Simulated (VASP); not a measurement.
Here is a VASP 6.6.1 calculation.

Contents of INCAR:

```
SYSTEM = Al
PREC = Accurate
ENCUT = 600
EDIFF = 1E-7
ISMEAR = -1
SIGMA = 0.08
LREAL = .False.
LASPH = .True.
NELM = 80
ALGO = Normal
ISIF = 3
LWAVE = .False.
LCHARG = .False.
GGA = PS
IBRION = 2
NSW = 60
EDIFFG = -0.005
```

KPOINTS

```
regular mesh
0
Gamma
  18 18 18
  0 0 0
```

The input POSCAR:

```
Al
1.0
    0.0000000000      2.0251003354      2.0251003354
    2.0251003354      0.0000000000      2.0251003354
    2.0251003354      2.0251003354      0.0000000000
Al
1
Direct
    0.0000000000      0.0000000000      0.0000000000
```

Potentials or basis: VASP PAW PBE potentials, release 64 (Al).

The run is started by

```console
$ cat potpaw_PBE.64/Al/POTCAR > POTCAR
$ mpirun -np 1 vasp_std > vasp.out
```

(1) Estimate the band gap on the k mesh.

(2) Estimate the relaxed volume.

(3) Predict the space group after relaxing (to 0.1 Å).

(4) Predict the relaxed cell.

Answers

(1) zero (an odd number of electrons rules out a gap without spin polarisation).

(2) 16.19 Å³/atom.

(3) Fm-3m (No. 225).

(4) a = 2.840 Å, b = 2.840 Å, c = 2.840 Å, α = 60.00°, β = 60.00°, γ = 60.00°.

Caveat: the PAW data sets were made with another functional, which shifts forces and pressure a little.
